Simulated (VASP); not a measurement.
Wanted: the native input for a VASP 6.6.1 run.

```yaml
Task: single point
Functional: PBE
Potentials_or_basis: VASP PAW PBE potentials, release 64 (Mo_sv)
Cutoff: 520 eV
k_mesh: 22 × 22 × 22
Occupations: gaussian, width 0.15 eV
Spin: no spin polarisation
Dipole_correction: no
Further_INCAR_settings: ALGO = Fast; EDIFF = 1e-07; NBANDS = 13
```

The structure of Mo lies in POSCAR:

```
Mo
1.0
    0.0000000000      1.9256477296      2.2472309004
    1.9256477296      0.0000000000      2.2472309004
    1.9256477296      1.9256477296      0.0000000000
Mo
1
Direct
    0.0000000000      0.0000000000      0.0000000000
```

This cell differs from its parent crystal: volume 16.666 Å^3 an atom, c/a of the conventional cell 1.1670.

One way to write it, as run:

INCAR

```
ALGO = Fast
EDIFF = 1E-7
ENCUT = 520
GGA = PE
ISIF = 2
ISMEAR = 0
LASPH = True
LCHARG = False
LREAL = False
LWAVE = False
NBANDS = 13
NELM = 60
PREC = Accurate
SIGMA = 0.15
```

KPOINTS

```
k-points
0
Gamma
  22 22 22
```

Potentials or basis: VASP PAW PBE potentials, release 64 (Mo_sv).

Command:

```bash
$ cat potpaw_PBE.64/Mo_sv/POTCAR > POTCAR
$ mpirun -np 1 vasp_std > vasp.out
```

Results of the run:

- Pressure: -7.7 GPa
- Band gap on the k mesh: zero (band 7 reaches 14.40 eV, above the bottom of band 8 at 10.91 eV)

Run time: 63 s on 1 thread of Intel(R) Xeon(R) 6975P-C (Granite Rapids), on a shared host, peak memory 0.27 GiB.
